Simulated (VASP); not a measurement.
# CuO (P4/mmm) in VASP: a series of runs, part 2 of 2

VASP 6.6.1. The steps go on from the part before.

### Step 3. Single point, PBE+D3(BJ)

This run uses another cell than the first one, of 11.04 Å³/atom, 0.984 times its volume.

INCAR reads:

```
PREC = Accurate ; ENCUT = 520
EDIFF = 1E-6 ; ISMEAR = -1
SIGMA = 0.05 ; LREAL = F
LASPH = T ; NELM = 100
ALGO = Normal ; ISIF = 2
LWAVE = F ; LCHARG = F
GGA = PE ; IVDW = 12
NBANDS = 34
```

KPOINTS reads:

```
Automatic mesh
0
Gamma
  7 7 7
```

POSCAR reads:

```
CuO
1.0
    4.1337560343      0.0000000000      0.0000000000
    0.0000000000      4.1337560343      0.0000000000
    0.0000000000      0.0000000000      3.8773838634
Cu O
3 3
Direct
    0.5000000000      0.0000000000      0.5000000000
    0.0000000000      0.5000000000      0.5000000000
    0.0000000000      0.0000000000      0.0000000000
    0.0000000000      0.0000000000      0.5000000000
    0.5000000000      0.0000000000      0.0000000000
    0.0000000000      0.5000000000      0.0000000000
```

Potentials or basis: VASP PAW PBE potentials, release 64 (Cu, O).

Started as:

```bash
$ cat potpaw_PBE.64/Cu/POTCAR potpaw_PBE.64/O/POTCAR > POTCAR
$ mpirun -np 1 vasp_std > vasp.out
```

OUTCAR:

```text
PREC = Accurate
   ENCUT = 520
   EDIFF = 1E-6
   ISMEAR = -1
   LREAL = F
   LASPH = T
   NELM = 100
   ISIF = 2
   GGA = PE
   IVDW = 12
 IVDW          = 12

 ion  position               nearest neighbor table
   1  0.500  0.000  0.500-   5 1.94   5 1.94   4 2.07   4 2.07
   2  0.000  0.500  0.500-   6 1.94   6 1.94   4 2.07   4 2.07
   3  0.000  0.000  0.000-   4 1.94   4 1.94   6 2.07   5 2.07   6 2.07   5 2.07
   4  0.000  0.000  0.500-   3 1.94   3 1.94   1 2.07   2 2.07   2 2.07   1 2.07
[... 1101 lines left out ...]
  -------------------------------------------------------------------------------------
  Total       0.13256     0.13256     0.48891     0.00000    -0.00000     0.00000
  in kB       3.20557     3.20557    11.82260     0.00000    -0.00000     0.00000
  external pressure =        6.08 kB  Pullay stress =        0.00 kB

 VOLUME and BASIS-vectors are now :
 -----------------------------------------------------------------------------
  energy-cutoff  :      520.00
  volume of cell :       66.26
      direct lattice vectors                 reciprocal lattice vectors
     4.133756034  0.000000000  0.000000000     0.241910745  0.000000000  0.000000000
     0.000000000  4.133756034  0.000000000     0.000000000  0.241910745  0.000000000
     0.000000000  0.000000000  3.877383863     0.000000000  0.000000000  0.257905855

 POSITION                                       TOTAL-FORCE (eV/Angst)
 -----------------------------------------------------------------------------------
      2.06688      0.00000      1.93869         0.000000      0.000000      0.000000
      0.00000      2.06688      1.93869         0.000000      0.000000      0.000000
      0.00000      0.00000      0.00000         0.000000      0.000000      0.000000
      0.00000      0.00000      1.93869         0.000000      0.000000      0.000000
      2.06688      0.00000      0.00000         0.000000      0.000000      0.000000
      0.00000      2.06688      0.00000         0.000000      0.000000      0.000000
 -----------------------------------------------------------------------------------
    total drift:                                0.000000      0.000000     -0.000000

  FREE ENERGIE OF THE ION-ELECTRON SYSTEM (eV)
  ---------------------------------------------------
  free  energy   TOTEN  =       -29.4736168669 eV

  energy  without entropy=      -29.4441581403  energy(sigma->0) =      -29.45888750
```

OSZICAR:

```text
N       E                     dE             d eps       ncg     rms          rms(c)
DAV:   1     0.553607418194E+03    0.55361E+03   -0.23610E+04  2784   0.230E+03
DAV:   2     0.600939139559E+02   -0.49351E+03   -0.46406E+03  2736   0.478E+02
DAV:   3    -0.318804526740E+02   -0.91974E+02   -0.86743E+02  3424   0.221E+02
DAV:   4    -0.377406959445E+02   -0.58602E+01   -0.57584E+01  4086   0.594E+01
DAV:   5    -0.378095020071E+02   -0.68806E-01   -0.68697E-01  3808   0.728E+00    0.212E+01
DAV:   6    -0.335724655093E+02    0.42370E+01   -0.69742E+01  4066   0.166E+02    0.180E+01
DAV:   7    -0.281965454246E+02    0.53759E+01   -0.26031E+01  3546   0.127E+02    0.516E+00
DAV:   8    -0.281652803858E+02    0.31265E-01   -0.33985E+00  4028   0.181E+01    0.352E+00
DAV:   9    -0.281000863635E+02    0.65194E-01   -0.39877E-01  4346   0.172E+01    0.337E+00
DAV:  10    -0.279717957947E+02    0.12829E+00   -0.34541E-01  4918   0.190E+01    0.176E+00
DAV:  11    -0.279479398902E+02    0.23856E-01   -0.13243E-01  4794   0.961E+00    0.100E+00
DAV:  12    -0.279343361902E+02    0.13604E-01   -0.46725E-02  4314   0.480E+00    0.226E-01
DAV:  13    -0.279344299775E+02   -0.93787E-04   -0.90069E-03  4108   0.113E+00    0.150E-01
DAV:  14    -0.279343283032E+02    0.10167E-03   -0.46966E-04  3930   0.356E-01    0.403E-02
DAV:  15    -0.279343583097E+02   -0.30006E-04   -0.36111E-04  4362   0.235E-01    0.504E-02
DAV:  16    -0.279343311187E+02    0.27191E-04   -0.40781E-05  4462   0.104E-01    0.214E-02
DAV:  17    -0.279343282525E+02    0.28662E-05   -0.30843E-05  4356   0.735E-02    0.474E-03
DAV:  18    -0.279343283822E+02   -0.12971E-06   -0.24442E-06  2232   0.175E-02
   1 F= -.29473617E+02 E0= -.29458888E+02  d E =-.294587E-01
```

stdout:

```text
POSCAR found type information on POSCAR CuO
 POSCAR found :  2 types and       6 ions
 scaLAPACK will be used
 LDA part: xc-table for (Slater+PW92), standard interpolation
 POSCAR, INCAR and KPOINTS ok, starting setup
 FFT: planning ... GRIDC
 FFT: planning ... GRID_SOFT
 FFT: planning ... GRID
 WAVECAR not read
 entering main loop
```

It took 41 s on 1 thread of Intel Xeon 6975P-C (Granite Rapids), shared host; peak memory 0.23 GiB.

Results:

| Quantity | Value |
| --- | --- |
| Free energy | -29.4736 eV |
| Pressure | 0.6 GPa |
| Dispersion energy per atom | -0.257 eV |

Stress tensor (GPa, compression positive):
```
0.32 0.00 0.00
0.00 0.32 0.00
0.00 0.00 1.18
```

Levels at points of the mesh, in eV from the Fermi level:
```tsv
k point	band 22	band 23	band 24	band 25	band 26	band 27	band 28	band 29	band 30	band 31
(0.00, 0.00, 0.00)	-1.80	-1.57	-1.50	-1.47	-1.47	-1.40	1.34	6.22	7.69	8.88
```

Caveat: an odd number of electrons without spin polarisation forces a metal; a magnetic or distorted state may lie lower; semilocal functionals often make such compounds metallic where correlation or magnetic order opens a gap, which also shifts bond lengths; pairwise dispersion overbinds metals, which lowers pressure and volume.

### Step 4. Single point, PBE+D4

This run uses another cell than the first one, of 11.08 Å³/atom, 0.988 times its volume.

INCAR reads:

```
SYSTEM = CuO
PREC = Accurate ; ENCUT = 520
EDIFF = 1E-7 ; ISMEAR = -1
SIGMA = 0.05 ; LREAL = .FALSE.
LASPH = .TRUE. ; NELM = 80
ALGO = Normal ; ISIF = 2
LWAVE = .FALSE. ; LCHARG = .TRUE.
GGA = PE ; IVDW = 13
LELF = .TRUE. ; LVHAR = .TRUE.
NBANDS = 34
```

KPOINTS reads:

```
Automatic mesh
0
G
  7 7 7
  0 0 0
```

POSCAR: that of step 3 with these lines changed.

```diff
@@ -2,5 +2,5 @@
 1.0
-    4.1337560343      0.0000000000      0.0000000000
-    0.0000000000      4.1337560343      0.0000000000
-    0.0000000000      0.0000000000      3.8773838634
+    4.1432213759      0.0000000000      0.0000000000
+    0.0000000000      4.1432213759      0.0000000000
+    0.0000000000      0.0000000000      3.8727699024
 Cu O
```

Started as:

```bash
$ cat potpaw_PBE.64/Cu/POTCAR potpaw_PBE.64/O/POTCAR > POTCAR
$ mpirun -np 1 vasp_std > vasp.out
```

Run time: 46 s. Hardware: 1 thread of Intel Xeon 6975P-C (Granite Rapids), shared host; peak memory 0.21 GiB.

It converged, with:

* Free energy: -29.6502 eV
* Pressure: 0.6 GPa
* Dispersion energy per atom: -0.285 eV

Stress tensor (GPa, compression positive):
```
0.30 0.00 0.00
0.00 0.30 0.00
0.00 0.00 1.20
```

Levels at points of the mesh, in eV from the Fermi level:
| k point | band 23 | band 24 | band 25 | band 26 | band 27 | band 28 | band 29 | band 30 |
| --- | --- | --- | --- | --- | --- | --- | --- | --- |
| (0.00, 0.00, 0.00) | -1.57 | -1.50 | -1.48 | -1.48 | -1.40 | 1.35 | 6.20 | 7.67 |

Caveat: an odd number of electrons without spin polarisation forces a metal; a magnetic or distorted state may lie lower; semilocal functionals often make such compounds metallic where correlation or magnetic order opens a gap, which also shifts bond lengths; pairwise dispersion overbinds metals, which lowers pressure and volume. With open d or f shells a metallic result of PBE can be an artefact of self-interaction; +U or a hybrid may open a gap.

### Step 5. Summary

| task | level | cell | cutoff (eV) | gap on the mesh (eV) | pressure (GPa) |
| --- | --- | --- | --- | --- | --- |
| relaxation of cell and atoms | PBEsol | relaxed from a = 4.161, b = 4.161, c = 3.888 Å, 6 atoms | 600 | none | 0.1 |
| single point | PBE+D3(BJ) | a = 4.134, b = 4.134, c = 3.877 Å, 6 atoms | 520 | none | 0.6 |
| single point | PBE+D4 | a = 4.143, b = 4.143, c = 3.873 Å, 6 atoms | 520 | none | 0.6 |

Alike in all rows: potentials or basis VASP PAW PBE potentials, release 64 (Cu, O); no spin polarisation; k mesh 7 × 7 × 7; smearing fermi-dirac 0.05 eV.

Caveats: an odd number of electrons without spin polarisation forces a metal; a magnetic or distorted state may lie lower; semilocal functionals often make such compounds metallic where correlation or magnetic order opens a gap, which also shifts bond lengths; pairwise dispersion overbinds metals, which lowers pressure and volume (some runs); the PAW data sets were made with another functional, which shifts forces and pressure a little (some runs).

Total energies depend on the potentials used, so only differences within one code and one set of settings carry meaning.
